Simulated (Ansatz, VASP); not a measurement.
# Zn4SeO3: VASP beside Ansatz

```
Zn Se O
1.0
     4.89671    0.00000    0.00000
     0.00000    4.89671    0.00000
     0.00000    0.00000    4.89671
Zn Se O
4 1 3
Direct
  0.27771 0.27771 0.27771
  0.27771 0.72229 0.72229
  0.72229 0.27771 0.72229
  0.72229 0.72229 0.27771
  0.00000 0.00000 0.00000
  0.50000 0.50000 0.00000
  0.50000 0.00000 0.50000
  0.00000 0.50000 0.50000
```

Change from the starting cell: species swapped into the Ga4BiAs3 type (P-43m, No. 215).

Alike in both runs: functional PBE; k mesh 3 × 3 × 3; occupations gaussian, width 0.15 eV; no spin polarisation.

Ansatz relaxed the structure, and its values are those at the end. VASP's run is a single point on that final structure, the one shown.

|  | VASP | Ansatz |
| --- | --- | --- |
| version | VASP 6.6.1 | Ansatz 0.2.0 |
| potentials or method | VASP PAW PBE potentials, release 64 (Zn, Se, O), cutoff 520 eV | scalar-relativistic, plane waves, PAW |
| valence electrons in the cell | 72 | 82 |

Ansatz gave:

| Quantity | Value |
| --- | --- |
| gap on the k mesh at the Fermi level (eV) | none |
| pressure (GPa) | -0.3 |
| rms of the force components (eV/Å) | 0.008 |

Problem. Which values does VASP return?

Solution. gap on the k mesh at the Fermi level (eV): none; pressure (GPa): 0.3; rms of the force components (eV/Å): 0.004.

A gap of «none» marks a metal or a gap that the smearing closes. VASP's potentials hold 72 valence electrons a cell and Ansatz's 82, so a difference there can come from the potentials and not from the codes.

The k mesh is coarse, so the values compare programs but aren't converged.
